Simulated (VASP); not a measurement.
# Al4Cl (I4/mmm) in VASP: notebook

Runs on Al4Cl. Level: PBE. Tasks: single point, relaxation of cell and atoms.

Everything below comes from runs of VASP 6.6.1. Logs are shortened: lines on timing, memory, paths and dates and some standing lists are left out, and cuts for length are marked.

## 1. The cell of the first run

Symmetry: I4/mmm, No. 139, tetragonal system. The conventional cell has a = 4.351 Å, b = 4.351 Å, c = 10.666 Å, α = 90.00°, β = 90.00°, γ = 90.00°. Within 3.5 Å of Al (site symmetry -4m2) lie 8 Al at 2.61 to 3.08 Å and 4 Cl at 3.44 Å. Al (site symmetry 4mm) has 5 Al at 2.46 to 2.61 Å and 4 Cl at 3.31 Å within 3.4 Å. Cl (site symmetry 4/mmm) has 18 Al at 3.31 to 4.11 Å and 4 Cl at 4.35 Å within 4.4 Å.

The cell was generated, and may not be a known phase.

## 2. Single point, PBE

Contents of INCAR:

```
  PREC = Accurate
  ENCUT = 520
  EDIFF = 1E-6
  ISMEAR = 0
  SIGMA = 0.1
  LREAL = False
  LASPH = True
  NELM = 60
  ALGO = Normal
  ISIF = 2
  LWAVE = False
  LCHARG = False
  GGA = PE
  NBANDS = 18
```

Contents of KPOINTS:

```
Automatic mesh
0
Gamma
  6 6 6
```

Contents of POSCAR:

```
Al4Cl
1.0
   -2.1756775000      2.1756775000      5.3329403600
    2.1756775000     -2.1756775000      5.3329403600
    2.1756775000      2.1756775000     -5.3329403600
Al Cl
4 1
Direct
    0.2500000000      0.7500000000      0.5000000000
    0.7500000000      0.2500000000      0.5000000000
    0.3848880500      0.3848880500      0.0000000000
    0.6151119500      0.6151119500      0.0000000000
    0.0000000000      0.0000000000      0.0000000000
```

Potentials or basis: VASP PAW PBE potentials, release 64 (Al, Cl).

The run is started by

```bash
$ cat potpaw_PBE.64/Al/POTCAR potpaw_PBE.64/Cl/POTCAR > POTCAR
$ mpirun -np 1 vasp_std > vasp.out
```

OUTCAR:

```text
PREC = Accurate
   ENCUT = 520
   EDIFF = 1E-6
   ISMEAR = 0
   LREAL = False
   LASPH = True
   NELM = 60
   ISIF = 2
   GGA = PE

 ion  position               nearest neighbor table
   1  0.250  0.750  0.500-   3 2.61   4 2.61   3 2.61   4 2.61   2 3.08   2 3.08   2 3.08   2 3.08

   2  0.750  0.250  0.500-   3 2.61   4 2.61   3 2.61   4 2.61   1 3.08   1 3.08   1 3.08   1 3.08

   3  0.385  0.385  0.000-   4 2.46   2 2.61   1 2.61   1 2.61   2 2.61
   4  0.615  0.615  0.000-   3 2.46   2 2.61   1 2.61   1 2.61   2 2.61
   5  0.000  0.000  0.000-

  LATTYP: Found a body centered tetragonal cell.
 ALAT       =     4.3513550000
 C/A-ratio  =     2.4511630791

  Lattice vectors:

 A1 = (  -2.1756775000,   2.1756775000,   5.3329403600)
 A2 = (   2.1756775000,  -2.1756775000,   5.3329403600)
 A3 = (   2.1756775000,   2.1756775000,  -5.3329403600)

Analysis of symmetry for initial positions (statically):
=====================================================================
 Subroutine PRICEL returns:
 Original cell was already a primitive cell.

 Routine SETGRP: Setting up the symmetry group for a
 body centered tetragonal supercell.

 Subroutine GETGRP returns: Found 16 space group operations
 (whereof 16 operations were pure point group operations)
 out of a pool of 16 trial point group operations.

The static configuration has the point symmetry D_4h.

Analysis of symmetry for dynamics (positions and initial velocities):
=====================================================================
 Subroutine PRICEL returns:
 Original cell was already a primitive cell.

 Routine SETGRP: Setting up the symmetry group for a
 body centered tetragonal supercell.

 Subroutine GETGRP returns: Found 16 space group operations
 (whereof 16 operations were pure point group operations)
 out of a pool of 16 trial point group operations.

The dynamic configuration has the point symmetry D_4h.

 Subroutine INISYM returns: Found 16 space group operations
 (whereof 16 operations are pure point group operations),
 and found     1 'primitive' translations

----------------------------------------------------------------------------------------

                                     Primitive cell

  volume of cell :     100.9754

  direct lattice vectors                    reciprocal lattice vectors
    -2.175677500  2.175677500  5.332940360     0.000000000  0.229813472  0.093756908
     2.175677500 -2.175677500  5.332940360     0.229813472  0.000000000  0.093756908
     2.175677500  2.175677500 -5.332940360     0.229813472  0.229813472  0.000000000

  length of vectors
     6.156898412  6.156898412  6.156898412     0.248202719  0.248202719  0.325005329

  position of ions in fractional coordinates (direct lattice)
     0.250000000  0.750000000  0.500000000
     0.750000000  0.250000000  0.500000000
     0.384888050  0.384888050  0.000000000
     0.615111950  0.615111950  0.000000000
     0.000000000  0.000000000  0.000000000

  ion indices of the primitive-cell ions
   primitive index   ion index
                 1           1
                 2           2
                 3           3
                 4           4
                 5           5

----------------------------------------------------------------------------------------

 KPOINTS: Automatic mesh

Automatic generation of k-mesh.
 Grid dimensions read from file:
 generate k-points for:    6    6    6

 Generating k-lattice:

  Cartesian coordinates                     Fractional coordinates (reciprocal lattice)
     0.000000000  0.038302245  0.015626151     0.166666667  0.000000000  0.000000000
     0.038302245  0.000000000  0.015626151     0.000000000  0.166666667  0.000000000
     0.038302245  0.038302245  0.000000000     0.000000000  0.000000000  0.166666667

  Length of vectors
     0.041367120  0.041367120  0.054167555

  Shift w.r.t. Gamma in fractional coordinates (k-lattice)
     0.000000000  0.000000000  0.000000000

 Subroutine IBZKPT returns following result:
 ===========================================

 Found     30 irreducible k-points:

 Following reciprocal coordinates:
            Coordinates               Weight
  0.000000  0.000000  0.000000      1.000000
  0.166667 -0.000000  0.000000      8.000000
  0.333333  0.000000 -0.000000      8.000000
  0.500000  0.000000  0.000000      4.000000
  0.166667  0.166667  0.000000      8.000000
  0.333333  0.166667  0.000000     16.000000
[... 16 lines left out ...]
 -0.333333 -0.333333  0.166667      8.000000
 -0.166667 -0.333333  0.166667      8.000000
 [... further k-points ...]
   k-points           NKPTS =     30   k-points in BZ     NKDIM =     30   number of bands    NBANDS=     18
   number of dos      NEDOS =    301   number of ions     NIONS =      5
   total plane-waves  NPLWV = 110592
   dimension x,y,z NGX =    48 NGY =   48 NGZ =   48
   dimension x,y,z NGXF=    96 NGYF=   96 NGZF=   96
   ions per type =               4   1
   NGX,Y,Z   is equivalent  to a cutoff of  12.96, 12.96, 12.96 a.u.
   NGXF,Y,Z  is equivalent  to a cutoff of  25.92, 25.92, 25.92 a.u.
 SYSTEM =  unknown system
   PREC   = accura    normal or accurate (medium, high low for compatibility)
   ISTART =      0    job   : 0-new  1-cont  2-samecut
   ICHARG =      2    charge: 1-file 2-atom 10-const
   ISPIN  =      1    spin polarized calculation?
   LNONCOLLINEAR =      F non collinear calculations
   LSORBIT =      F    spin-orbit coupling
   LASPH  =      T    aspherical Exc in radial PAW
   ENCUT  =  520.0 eV  38.22 Ry    6.18 a.u.  11.45 11.45 11.45*2*pi/ulx,y,z
   NELM   =     60;   NELMIN=  2; NELMDL= -5     # of ELM steps
   EDIFF  = 0.1E-05   stopping-criterion for ELM
   LREAL  =      F    real-space projection
   EDIFFG = 0.1E-04   stopping-criterion for IOM
   NSW    =      0    number of steps for IOM
   IBRION =     -1    ionic relax: 0-MD 1-quasi-New 2-CG
   NFREE  =      0    steps in history (QN), initial steepest desc. (CG)
   ISIF   =      2    stress and relaxation
   ISYM   =      2    0-nonsym 1-usesym 2-fastsym
   POTIM  = 0.5000    time-step for ionic-motion
   TEBEG  =    0.0;   TEEND  =   0.0 temperature during run
   PSTRESS=    0.0 pullay stress
   NELECT =      19.0000    total number of electrons
   NUPDOWN=      -1.0000    fix difference up-down
   EMIN   =  10.00;   EMAX   =-10.00  energy-range for DOS
   EFERMI =   0.00;   METHOD = LEGACY
   ISMEAR =     0;   SIGMA  =   0.10  broadening in eV -4-tet -1-fermi 0-gaus
   EFERMI_NEDOS =   21; number of points for ismear=-14 and -15
   IALGO  =     38    algorithm
   IMIX   =      4    mixing-type and parameters
     AMIX     =   0.40;   BMIX     =  1.00
     AMIX_MAG =   1.60;   BMIX_MAG =  1.00
  volume/ion in A,a.u.               =      20.20       136.28
  Fermi-wavevector in a.u.,A,eV,Ry     =   0.938111  1.772772 11.973831  0.880052
  Thomas-Fermi vector in A             =   2.065290
   LORBIT       =      0    0 simple, 1 ext, 2 COOP (PROOUT), +10 PAW based schemes
   GGA     = PE    functional components
   LHFCALC =     F    Hartree Fock is set to
   AEXX    =    0.0000 exact exchange contribution
   IVDW    =     0    specifies the selected vdW correction
   LEPSILON=     F    determine dielectric tensor
   LRPA    =     F    only Hartree local field effects (RPA)
 non-spin polarized calculation
 Gauss-broadening in eV      SIGMA  =   0.10
  energy-cutoff  :      520.00
  volume of cell :      100.98
 maximum number of plane-waves:      2756
 NGX is ok and might be reduce to    48
   NGX = 23   NGY = 23   NGZ = 23

 number of electron      19.0000000 magnetization

 Free energy of the ion-electron system (eV)
  ---------------------------------------------------
  ext. energy  EPLUGINS =         0.00000000
  ---------------------------------------------------
  free energy    TOTEN  =       -15.65084184 eV

  energy without entropy =      -15.62982111  energy(sigma->0) =      -15.64033147

 E-fermi :   5.2265     XC(G=0):  -9.3745

 val. band max:        5.2151848617   @ k =  -0.3333   0.1667   0.0000
 cond. band min:       5.2280507463   @ k =  -0.1667   0.3333   0.1667
 fundamental gap:      0.0128658846
 Fermi energy:         5.2264800909

 k-point     1 :       0.0000    0.0000    0.0000
  band No.  band energies     occupation
      1      -9.9435      2.00000
      2      -3.4291      2.00000
      3       0.1515      2.00000
      4       1.7133      2.00000
      5       1.7133      2.00000
      6       2.2214      2.00000
[... 10 lines left out ...]
     17      12.3360      0.00000
     18      12.3360      0.00000

 k-point     2 :       0.1667   -0.0000    0.0000
  band No.  band energies     occupation
      1      -9.9162      2.00000
      2      -3.3042      2.00000
      3       0.1657      2.00000
      4       1.0991      2.00000
      5       1.6404      2.00000
      6       1.7557      2.00000
[... 10 lines left out ...]
     17      11.5358      0.00000
     18      12.4662      0.00000

 k-point     3 :       0.3333    0.0000   -0.0000
  band No.  band energies     occupation
      1      -9.8609      2.00000
      2      -2.9020      2.00000
      3      -0.6671      2.00000
      4       0.3601      2.00000
      5       1.6724      2.00000
      6       1.8678      2.00000
[... 10 lines left out ...]
     17      11.6492      0.00000
     18      11.7265      0.00000

 k-point     4 :       0.5000    0.0000    0.0000
  band No.  band energies     occupation
      1      -9.8328      2.00000
      2      -2.4294      2.00000
      3      -1.5076      2.00000
      4       0.1149      2.00000
      5       1.9402      2.00000
      6       2.3588      2.00000
[... 10 lines left out ...]
     17      12.5306      0.00000
     18      12.9453      0.00000

 k-point     5 :       0.1667    0.1667    0.0000
  band No.  band energies     occupation
      1      -9.8884      2.00000
      2      -3.1675      2.00000
      3      -0.0972      2.00000
      4       1.0616      2.00000
      5       1.3511      2.00000
      6       2.0248      2.00000
[... 10 lines left out ...]
     17      11.6210      0.00000
     18      11.6894      0.00000

 k-point     6 :       0.3333    0.1667    0.0000
  band No.  band energies     occupation
      1      -9.8383      2.00000
      2      -2.6916      2.00000
      3      -0.8156      2.00000
      4       0.5266      2.00000
      5       1.2180      2.00000
      6       2.2563      2.00000
[... 10 lines left out ...]
     17      10.8462      0.00000
     18      11.9291      0.00000

 k-point     7 :       0.5000    0.1667   -0.0000
  band No.  band energies     occupation
      1      -9.8157      2.00000
      2      -2.2078      2.00000
      3      -1.3796      2.00000
      4       0.3661      2.00000
      5       1.3636      2.00000
      6       2.1812      2.00000
[... 10 lines left out ...]
     17      11.7578      0.00000
     18      12.9504      0.00000

 k-point     8 :      -0.3333    0.1667    0.0000
  band No.  band energies     occupation
      1      -9.8442      2.00000
      2      -2.7491      2.00000
      3      -0.1960      2.00000
      4       0.5421      2.00000
      5       1.1651      2.00000
      6       1.6112      2.00000
[... 10 lines left out ...]
     17      11.1335      0.00000
     18      12.1429      0.00000
[... 229 lines left out ...]
     17      10.9863      0.00000
     18      12.6151      0.00000

 k-point    20 :       0.5000    0.5000    0.1667
  band No.  band energies     occupation
      1      -9.7966      2.00000
      2      -1.9377      2.00000
      3      -1.0307      2.00000
      4      -0.3220      2.00000
      5       1.4427      2.00000
      6       2.0992      2.00000
[... 10 lines left out ...]
     17      11.7941      0.00000
     18      11.8305      0.00000

 k-point    21 :      -0.3333    0.5000    0.1667
  band No.  band energies     occupation
      1      -9.8323      2.00000
      2      -2.5857      2.00000
      3      -1.3451      2.00000
      4       0.5223      2.00000
      5       1.6678      2.00000
      6       2.3364      2.00000
[... 10 lines left out ...]
     17      10.5572      0.00000
     18      11.3889      0.00000

 k-point    22 :      -0.1667    0.5000    0.1667
  band No.  band energies     occupation
      1      -9.8529      2.00000
      2      -2.8332      2.00000
      3      -1.3179      2.00000
      4       0.8045      2.00000
      5       1.7890      2.00000
      6       2.3805      2.00000
[... 10 lines left out ...]
     17      10.5824      0.00000
     18      10.9606      0.00000

 k-point    23 :      -0.3333   -0.3333    0.1667
  band No.  band energies     occupation
      1      -9.8763      2.00000
      2      -3.1840      2.00000
      3      -0.7013      2.00000
      4       0.7606      2.00000
      5       1.8535      2.00000
      6       2.4426      2.00000
[... 10 lines left out ...]
     17      10.4386      0.00000
     18      11.2284      0.00000

 k-point    24 :      -0.1667   -0.3333    0.1667
  band No.  band energies     occupation
      1      -9.9040      2.00000
      2      -3.3500      2.00000
      3      -0.4279      2.00000
      4       1.2877      2.00000
      5       1.6294      2.00000
      6       2.2153      2.00000
[... 10 lines left out ...]
     17      11.0689      0.00000
     18      11.2143      0.00000

 [... further k-points ...]

------------------------ aborting loop because EDIFF is reached ----------------------------------------

  FORCE on cell =-STRESS in cart. coord.  units (eV):
  Direction    XX          YY          ZZ          XY          YZ          ZX
  --------------------------------------------------------------------------------------
  -------------------------------------------------------------------------------------
  Total        2.0998411      2.0998411      6.3056072      0.0000000      0.0000000      0.0000000
  in kB       33.3181784     33.3181784    100.0510698      0.0000000      0.0000000      0.0000000
  external PRESSURE =      55.5624755 kB  Pullay stress =       0.0000000 kB

 VOLUME and BASIS-vectors are now :
 -----------------------------------------------------------------------------
  energy-cutoff  :      520.00
  volume of cell :      100.98
      direct lattice vectors                 reciprocal lattice vectors
    -2.175677500  2.175677500  5.332940360     0.000000000  0.229813472  0.093756908
     2.175677500 -2.175677500  5.332940360     0.229813472  0.000000000  0.093756908
     2.175677500  2.175677500 -5.332940360     0.229813472  0.229813472  0.000000000

 POSITION                                       TOTAL-FORCE (eV/Angst)
 -----------------------------------------------------------------------------------
      2.17568      0.00000      2.66647        -0.000000     -0.000000      0.000000
      0.00000      2.17568      2.66647        -0.000000     -0.000000      0.000000
      0.00000      0.00000      4.10517         0.000000      0.000000      0.334445
      0.00000      0.00000      6.56071         0.000000      0.000000     -0.334445
      0.00000      0.00000      0.00000        -0.000000     -0.000000     -0.000000
 -----------------------------------------------------------------------------------
    total drift:                                0.000000     -0.000000     -0.000000

  FREE ENERGIE OF THE ION-ELECTRON SYSTEM (eV)
  ---------------------------------------------------
  free  energy   TOTEN  =       -15.6508418403 eV

  energy  without entropy=      -15.6298211055  energy(sigma->0) =      -15.64033147
```

Run time: 3.2 min. Hardware: 1 thread of Intel Xeon 8259CL, shared host; peak memory 0.28 GiB.

Results:

```
Free energy            : -15.6508 eV
Pressure               : 5.6 GPa
Largest force          : 0.334 eV/Å
Band gap on the k mesh : zero (an odd number of electrons rules out a gap without spin polarisation)
```

Forces on the atoms (eV/Å):
```
Al   0.000  0.000  0.000
Al   0.000  0.000  0.000
Al   0.000  0.000  0.334
Al   0.000  0.000 -0.334
Cl   0.000  0.000  0.000
```

Stress tensor (GPa, compression positive):
```
 3.33  0.00  0.00
 0.00  3.33  0.00
 0.00  0.00 10.01
```

Caveat: the stress differs along the axes, from 3 to 10 GPa.

(Part 1 of 2 ends here.)

The gap in the log of VASP goes by the Fermi energy; the results here count the filled bands.